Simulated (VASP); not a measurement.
Si3As, 8 atoms in the cell. Symmetry: R-3m, No. 166, trigonal system. Conventional cell: a = 6.950 Å, b = 6.950 Å, c = 9.792 Å, α = 90.00°, β = 90.00°, γ = 120.00°. Within 2.9 Å of Si (site symmetry m) lie 2 Si at 2.08 Å and 2 As at 2.46 to 2.81 Å. Within 3.3 Å of As (site symmetry 3m) lie 6 Si at 2.46 to 2.81 Å. 

- Program: VASP 6.6.1
- Task: single point
- Functional: PBE
- Potentials or basis: VASP PAW PBE potentials, release 64 (Si, As)
- Cutoff: 520 eV
- k mesh: 6 × 6 × 6
- Occupations: gaussian, width 0.1 eV
- Spin: no spin polarisation
- Dipole correction: no
- Further INCAR settings: ALGO = Normal; EDIFF = 1e-07; NBANDS = 27

Potentials or basis: VASP PAW PBE potentials, release 64 (Si, As).

Command:

```console
$ cat potpaw_PBE.64/Si/POTCAR potpaw_PBE.64/As/POTCAR > POTCAR
$ mpirun -np 1 vasp_std > vasp.out
```

Hardware: 1 thread of Intel(R) Xeon(R) Platinum 8559C (Emerald Rapids), on a shared host.

Question: Estimate the wall time of this run.

Answer: It took 88 s on 1 thread of Intel(R) Xeon(R) Platinum 8559C (Emerald Rapids) (shared host), peak memory 0.28 GiB. Counts: scf iterations 15, k points 32.
